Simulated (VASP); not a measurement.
# InSe in VASP: single point with PBE+D3(BJ)

Aim: the single point of InSe with PBE+D3(BJ).

Everything below comes from runs of VASP 6.6.1. Logs are shortened: lines on timing, memory, paths and dates and some standing lists are left out, and cuts for length are marked.

## 1. The cell of the first run

The cell holds a slab with vacuum, 8 atoms: a = 4.027 Å, b = 4.027 Å, c = 28.271 Å, α = 90.00°, β = 90.00°, γ = 120.00°.

## 2. Single point, PBE+D3(BJ) (layers slid over each other)

INCAR

```
SYSTEM = InSe
PREC     = Accurate       ! precision mode
ENCUT    = 520            ! plane-wave cutoff, eV
EDIFF    = 1E-7           ! SCF threshold, eV
ISMEAR   = 0              ! smearing method
SIGMA    = 0.05           ! smearing width, eV
LREAL    = .FALSE.        ! projectors in reciprocal space
LASPH    = .TRUE.         ! aspherical terms in the spheres
NELM     = 100            ! most SCF steps
ALGO     = Normal         ! electronic algorithm
ISIF     = 2              ! what is computed and relaxed
LWAVE    = .FALSE.        ! write WAVECAR
LCHARG   = .FALSE.        ! write CHGCAR
LDIPOL   = .TRUE.       
IDIPOL   = 3            
DIPOL    = 0.5 0.5 0.415
GGA      = PE             ! functional
IVDW     = 12             ! dispersion correction
NBANDS   = 48             ! bands
```

KPOINTS

```
regular mesh
0
G
  9 9 1
  0 0 0
```

POSCAR

```
InSe
1.0
    4.0266103640      0.0000000000      0.0000000000
   -2.0133051820      3.4871468663      0.0000000000
    0.0000000000      0.0000000000     28.2707108021
Se In
4 4
Direct
    0.0000000000      0.0000000000      0.1591753399
    0.0000000000      0.0000000000      0.3496677346
    0.4444444444      0.8888888889      0.4808989592
    0.4444444444      0.8888888889      0.6713913539
    0.6666666667      0.3333333333      0.2049979895
    0.6666666667      0.3333333333      0.3038451603
    1.1111111111      1.2222222222      0.5267216088
    1.1111111111      1.2222222222      0.6255687796
```

Potentials or basis: VASP PAW PBE potentials, release 64 (Se, In_d).

Launch:

```bash
$ cat potpaw_PBE.64/Se/POTCAR potpaw_PBE.64/In_d/POTCAR > POTCAR
$ mpirun -np 1 vasp_std > vasp.out
```

OUTCAR:

```text
SYSTEM = InSe
   PREC = Accurate
   ENCUT = 520
   EDIFF = 1E-7
   ISMEAR = 0
   LREAL = .FALSE.
   LASPH = .TRUE.
   NELM = 100
   ISIF = 2
   GGA = PE
   IVDW = 12
 IVDW          = 12

 ion  position               nearest neighbor table
   1  0.000  0.000  0.159-   5 2.66   5 2.66   5 2.66
   2  0.000  0.000  0.350-   6 2.66   6 2.66   6 2.66
   3  0.444  0.889  0.481-   7 2.66   7 2.66   7 2.66
   4  0.444  0.889  0.671-   8 2.66   8 2.66   8 2.66
   5  0.667  0.333  0.205-   1 2.66   1 2.66   1 2.66   6 2.79
   6  0.667  0.333  0.304-   2 2.66   2 2.66   2 2.66   5 2.79
   7  0.111  0.222  0.527-   3 2.66   3 2.66   3 2.66   8 2.79
   8  0.111  0.222  0.626-   4 2.66   4 2.66   4 2.66   7 2.79

  LATTYP: Found a hexagonal cell.
 ALAT       =     4.0266103640
 C/A-ratio  =     7.0209700583

  Lattice vectors:

 A1 = (   4.0266103640,   0.0000000000,   0.0000000000)
 A2 = (  -2.0133051820,   3.4871468663,   0.0000000000)
 A3 = (   0.0000000000,   0.0000000000,  28.2707108021)

Analysis of symmetry for initial positions (statically):
=====================================================================
 Subroutine PRICEL returns:
 Original cell was already a primitive cell.

 Routine SETGRP: Setting up the symmetry group for a
 hexagonal supercell.

 Subroutine GETGRP returns: Found  2 space group operations
 (whereof  2 operations were pure point group operations)
 out of a pool of 24 trial point group operations.

The static configuration has the point symmetry C_1h.

Analysis of symmetry for dynamics (positions and initial velocities):
=====================================================================
 Subroutine PRICEL returns:
 Original cell was already a primitive cell.

 Routine SETGRP: Setting up the symmetry group for a
 hexagonal supercell.

 Subroutine GETGRP returns: Found  2 space group operations
 (whereof  2 operations were pure point group operations)
 out of a pool of 24 trial point group operations.

The dynamic configuration has the point symmetry C_1h.

 Subroutine INISYM returns: Found  2 space group operations
 (whereof  2 operations are pure point group operations),
 and found     1 'primitive' translations

----------------------------------------------------------------------------------------

                                     Primitive cell

  volume of cell :     396.9598

  direct lattice vectors                    reciprocal lattice vectors
     4.026610364  0.000000000  0.000000000     0.248347843  0.143383694  0.000000000
    -2.013305182  3.487146866  0.000000000     0.000000000  0.286767388  0.000000000
     0.000000000  0.000000000 28.270710802     0.000000000  0.000000000  0.035372298

  length of vectors
     4.026610364  4.026610364 28.270710802     0.286767388  0.286767388  0.035372298

  position of ions in fractional coordinates (direct lattice)
     0.000000000  0.000000000  0.159175340
     0.000000000  0.000000000  0.349667735
     0.444444444  0.888888889  0.480898959
     0.444444444  0.888888889  0.671391354
     0.666666667  0.333333333  0.204997990
     0.666666667  0.333333333  0.303845160
     0.111111111  0.222222222  0.526721609
     0.111111111  0.222222222  0.625568780

  ion indices of the primitive-cell ions
   primitive index   ion index
                 1           1
                 2           2
                 3           3
                 4           4
                 5           5
                 6           6
                 7           7
                 8           8

----------------------------------------------------------------------------------------

 KPOINTS: regular mesh

Automatic generation of k-mesh.
 Grid dimensions read from file:
 generate k-points for:    9    9    1

 Generating k-lattice:

  Cartesian coordinates                     Fractional coordinates (reciprocal lattice)
     0.027594205  0.015931522  0.000000000     0.111111111  0.000000000  0.000000000
     0.000000000  0.031863043  0.000000000     0.000000000  0.111111111  0.000000000
     0.000000000  0.000000000  0.035372298     0.000000000  0.000000000  1.000000000

  Length of vectors
     0.031863043  0.031863043  0.035372298

  Shift w.r.t. Gamma in fractional coordinates (k-lattice)
     0.000000000  0.000000000  0.000000000

 Subroutine IBZKPT returns following result:
 ===========================================

 Found     25 irreducible k-points:

 Following reciprocal coordinates:
            Coordinates               Weight
  0.000000  0.000000  0.000000      1.000000
  0.111111 -0.000000  0.000000      4.000000
  0.000000  0.111111  0.000000      2.000000
  0.222222  0.000000  0.000000      4.000000
  0.000000  0.222222  0.000000      2.000000
  0.333333 -0.000000  0.000000      4.000000
[... 16 lines left out ...]
 -0.222222 -0.444444  0.000000      4.000000
  0.444444  0.333333  0.000000      4.000000
   k-points           NKPTS =     25   k-points in BZ     NKDIM =     25   number of bands    NBANDS=     48
   number of dos      NEDOS =    301   number of ions     NIONS =      8
   total plane-waves  NPLWV = 189000
   dimension x,y,z NGX =    30 NGY =   30 NGZ =  210
   dimension x,y,z NGXF=    60 NGYF=   60 NGZF=  420
   ions per type =               4   4
   NGX,Y,Z   is equivalent  to a cutoff of  12.39, 12.39, 12.35 a.u.
   NGXF,Y,Z  is equivalent  to a cutoff of  24.77, 24.77, 24.70 a.u.
 SYSTEM =  InSe
   PREC   = accura    normal or accurate (medium, high low for compatibility)
   ISTART =      0    job   : 0-new  1-cont  2-samecut
   ICHARG =      2    charge: 1-file 2-atom 10-const
   ISPIN  =      1    spin polarized calculation?
   LNONCOLLINEAR =      F non collinear calculations
   LSORBIT =      F    spin-orbit coupling
   LASPH  =      T    aspherical Exc in radial PAW
   ENCUT  =  520.0 eV  38.22 Ry    6.18 a.u.   7.49  7.49 52.56*2*pi/ulx,y,z
   NELM   =    100;   NELMIN=  2; NELMDL= -5     # of ELM steps
   EDIFF  = 0.1E-06   stopping-criterion for ELM
   LREAL  =      F    real-space projection
   EDIFFG = 0.1E-05   stopping-criterion for IOM
   NSW    =      0    number of steps for IOM
   IBRION =     -1    ionic relax: 0-MD 1-quasi-New 2-CG
   NFREE  =      0    steps in history (QN), initial steepest desc. (CG)
   ISIF   =      2    stress and relaxation
   ISYM   =      2    0-nonsym 1-usesym 2-fastsym
   POTIM  = 0.5000    time-step for ionic-motion
   TEBEG  =    0.0;   TEEND  =   0.0 temperature during run
   PSTRESS=    0.0 pullay stress
   NELECT =      76.0000    total number of electrons
   NUPDOWN=      -1.0000    fix difference up-down
   EMIN   =  10.00;   EMAX   =-10.00  energy-range for DOS
   EFERMI =   0.00;   METHOD = LEGACY
   ISMEAR =     0;   SIGMA  =   0.05  broadening in eV -4-tet -1-fermi 0-gaus
   EFERMI_NEDOS =   21; number of points for ismear=-14 and -15
   IALGO  =     38    algorithm
   IMIX   =      4    mixing-type and parameters
     AMIX     =   0.40;   BMIX     =  1.00
     AMIX_MAG =   1.60;   BMIX_MAG =  1.00
  volume/ion in A,a.u.               =      49.62       334.85
  Fermi-wavevector in a.u.,A,eV,Ry     =   0.943548  1.783047 12.113024  0.890282
  Thomas-Fermi vector in A             =   2.071266
   LORBIT       =      0    0 simple, 1 ext, 2 COOP (PROOUT), +10 PAW based schemes
   GGA     = PE    functional components
   LHFCALC =     F    Hartree Fock is set to
   AEXX    =    0.0000 exact exchange contribution
   IVDW    =    12    specifies the selected vdW correction
   LEPSILON=     F    determine dielectric tensor
   LRPA    =     F    only Hartree local field effects (RPA)
 non-spin polarized calculation
 Gauss-broadening in eV      SIGMA  =   0.05
  energy-cutoff  :      520.00
  volume of cell :      396.96
 maximum number of plane-waves:     10749
 NGX is ok and might be reduce to    30
   NGX = 15   NGY = 15   NGZ =105

 dipolmoment           0.000000      0.000000     -0.000010 electrons x Angstroem

 number of electron      75.9999999 magnetization

 dipolmoment           0.000000      0.000000      0.000077 electrons x Angstroem

 Free energy of the ion-electron system (eV)
  ---------------------------------------------------
  ext. energy  EPLUGINS =         0.00000000
  ---------------------------------------------------
  free energy    TOTEN  =       -28.40745381 eV

  energy without entropy =      -28.40745381  energy(sigma->0) =      -28.40745381

 E-fermi :  -0.0564     XC(G=0):  -5.6965

 val. band max:       -0.3085887651   @ k =   0.0000   0.1111   0.0000
 cond. band min:       0.9605826390   @ k =   0.0000   0.0000   0.0000
 fundamental gap:      1.2691714040
 Fermi energy:        -0.0563759160

 k-point     1 :       0.0000    0.0000    0.0000
  band No.  band energies     occupation
      1     -14.5177      2.00000
      2     -14.5169      2.00000
      3     -14.3345      2.00000
      4     -14.3342      2.00000
      5     -14.3336      2.00000
      6     -14.3335      2.00000
[... 40 lines left out ...]
     47       5.0305      0.00000
     48       5.2103      0.00000

 k-point     2 :       0.1111   -0.0000    0.0000
  band No.  band energies     occupation
      1     -14.5171      2.00000
      2     -14.5162      2.00000
      3     -14.3741      2.00000
      4     -14.3730      2.00000
      5     -14.3326      2.00000
      6     -14.3318      2.00000
[... 40 lines left out ...]
     47       5.0930      0.00000
     48       5.1970      0.00000

 k-point     3 :       0.0000    0.1111    0.0000
  band No.  band energies     occupation
      1     -14.5171      2.00000
      2     -14.5162      2.00000
      3     -14.3742      2.00000
      4     -14.3730      2.00000
      5     -14.3325      2.00000
      6     -14.3317      2.00000
[... 40 lines left out ...]
     47       5.0971      0.00000
     48       5.1840      0.00000

 k-point     4 :       0.2222    0.0000    0.0000
  band No.  band energies     occupation
      1     -14.5294      2.00000
      2     -14.5284      2.00000
      3     -14.4423      2.00000
      4     -14.4409      2.00000
      5     -14.3889      2.00000
      6     -14.3872      2.00000
[... 958 lines left out ...]
     47       5.2810      0.00000
     48       5.3284      0.00000

 k-point    23 :      -0.2222   -0.4444    0.0000
  band No.  band energies     occupation
      1     -14.6226      2.00000
      2     -14.6206      2.00000
      3     -14.5246      2.00000
      4     -14.5226      2.00000
      5     -14.4608      2.00000
      6     -14.4599      2.00000
[... 40 lines left out ...]
     47       5.2976      0.00000
     48       5.3119      0.00000

 k-point    24 :       0.4444    0.3333    0.0000
  band No.  band energies     occupation
      1     -14.6219      2.00000
      2     -14.6211      2.00000
      3     -14.5240      2.00000
      4     -14.5231      2.00000
      5     -14.4608      2.00000
      6     -14.4600      2.00000
[... 40 lines left out ...]
     47       5.3045      0.00000
     48       5.3120      0.00000

 [... further k-points ...]

------------------------ aborting loop because EDIFF is reached ----------------------------------------

 vacuum level on the upper side and lower side of the slab       (xc-potential included)        -0.068        -0.067

 Edisp (eV)   -1.96885

 E8    (eV) :    -0.9233

  FORCE on cell =-STRESS in cart. coord.  units (eV):
  Direction    XX          YY          ZZ          XY          YZ          ZX
  --------------------------------------------------------------------------------------
  -------------------------------------------------------------------------------------
  Total      -0.04317    -0.09956    -0.50702     0.00000    -0.01522     0.00000
  in kB      -0.17423    -0.40184    -2.04640     0.00000    -0.06143     0.00000
  external pressure =       -0.87 kB  Pullay stress =        0.00 kB

 VOLUME and BASIS-vectors are now :
 -----------------------------------------------------------------------------
  energy-cutoff  :      520.00
  volume of cell :      396.96
      direct lattice vectors                 reciprocal lattice vectors
     4.026610364  0.000000000  0.000000000     0.248347843  0.143383694  0.000000000
    -2.013305182  3.487146866  0.000000000     0.000000000  0.286767388  0.000000000
     0.000000000  0.000000000 28.270710802     0.000000000  0.000000000  0.035372298

 POSITION                                       TOTAL-FORCE (eV/Angst)
 -----------------------------------------------------------------------------------
      0.00000      0.00000      4.50000         0.000000      0.000480     -0.012423
      0.00000      0.00000      9.88536        -0.000000      0.006108      0.080209
     -0.00000      3.09969     13.59536         0.000000     -0.000763     -0.080568
     -0.00000      3.09969     18.98071         0.000000      0.000232      0.012324
      2.01331      1.16238      5.79544         0.000000      0.000845      0.015227
      2.01331      1.16238      8.58992        -0.000000     -0.004010      0.022702
      0.00000      0.77492     14.89079        -0.000000     -0.003233     -0.021933
      0.00000      0.77492     17.68527         0.000000      0.000340     -0.015538
 -----------------------------------------------------------------------------------
    total drift:                               -0.000000     -0.000365     -0.000237

  FREE ENERGIE OF THE ION-ELECTRON SYSTEM (eV)
  ---------------------------------------------------
  free  energy   TOTEN  =       -30.3763039801 eV

  energy  without entropy=      -30.3763039801  energy(sigma->0) =      -30.37630398

 vacuum level on the upper side and lower side of the slab         5.431         5.432
```

Run time: 10 min. Hardware: 1 thread of Intel Xeon 6975P-C (Granite Rapids), shared host; peak memory 0.64 GiB.

What came out:

```
Free energy                : -30.3763 eV
Largest force              : 0.081 eV/Å
Band gap on the k mesh     : 1.27 eV (least direct gap 1.31 eV)
Dispersion energy per atom : -0.246 eV
```

Forces on the atoms (eV/Å):
```
Se   0.000  0.000 -0.012
Se   0.000  0.006  0.080
Se   0.000 -0.001 -0.081
Se   0.000  0.000  0.012
In   0.000  0.001  0.015
In   0.000 -0.004  0.023
In   0.000 -0.003 -0.022
In   0.000  0.000 -0.016
```

Levels at points of the mesh, in eV from the valence-band top:
| k point | band 36 | band 37 | band 38 | band 39 | band 40 | band 41 |
| --- | --- | --- | --- | --- | --- | --- |
| (0.00, 0.00, 0.00) | -0.55 | -0.51 | -0.04 | 1.27 | 1.68 | 2.63 |

Caveat: the cell differs from its parent crystal (layers slid over each other); spin-orbit coupling is left out, which moves the levels of the heavy elements.
